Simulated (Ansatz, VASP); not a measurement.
## ZnF2: VASP beside Ansatz

Contents of INCAR:

```
  PREC = Accurate
  ENCUT = 600
  EDIFF = 1E-6
  ISMEAR = -1
  SIGMA = 0.02
  LREAL = False
  LASPH = True
  NELM = 120
  ALGO = Normal
  ISIF = 2
  LWAVE = False
  LCHARG = True
  GGA = PE
  LELF = True
  LVHAR = True
  NBANDS = 35
  GGA_COMPAT = False
```

Contents of KPOINTS:

```
regular mesh
0
Gamma
  4 4 6
```

The input POSCAR:

```
ZnF2
1.0
    4.7048000000      0.0000000000      0.0000000000
    0.0000000000      4.7048000000      0.0000000000
    0.0000000000      0.0000000000      3.1338000000
Zn F
2 4
Direct
    0.0000000000      0.0000000000      0.0000000000
    0.5000000000      0.5000000000      0.5000000000
    0.3024000000      0.3024000000      0.0000000000
    0.1976000000      0.8024000000      0.5000000000
    0.6976000000      0.6976000000      0.0000000000
    0.8024000000      0.1976000000      0.5000000000
```

Input for Ansatz:

```yaml
crystal:
  lattice:
    - [4.7048, 0.0, 0.0]
    - [0.0, 4.7048, 0.0]
    - [0.0, 0.0, 3.1338]
  atoms:
    - { symbol: Zn, position: [0.0, 0.0, 0.0] }
    - { symbol: Zn, position: [0.5, 0.5, 0.5] }
    - { symbol: F, position: [0.3024, 0.3024, 0.0] }
    - { symbol: F, position: [0.1976, 0.8024, 0.5] }
    - { symbol: F, position: [0.6976, 0.6976, 0.0] }
    - { symbol: F, position: [0.8024, 0.1976, 0.5] }
basis:
  ecutwfc: 550.0
kpoints:
  mp_grid:
    grid: [4, 4, 6]
  band_path:
    path:
      - [0.0, 0.0, 0.0]
      - [0.0, 0.5, 0.0]
      - [0.5, 0.5, 0.0]
      - [0.0, 0.0, 0.5]
      - [0.0, 0.5, 0.5]
    npoints: 1
hamiltonian:
  xc: pbe
scf:
  occupations:
    method: fermi_dirac
    width: 0.02
output:
  fatbands: true
```

Alike in both runs: task single point; functional PBE; k mesh 4 × 4 × 6; occupations fermi-dirac, width 0.02 eV; no spin polarisation.

|  | VASP | Ansatz |
| --- | --- | --- |
| version | VASP 6.6.1 | Ansatz 0.2.0 |
| potentials or method | VASP PAW PBE potentials, release 64 (Zn, F), cutoff 600 eV | plane waves, PAW |
| valence electrons in the cell | 52 | 52 |

|  | VASP | Ansatz | Ansatz less VASP |
| --- | --- | --- | --- |
| gap on the k mesh at the Fermi level (eV) | 3.48 | 3.56 | +0.080 |
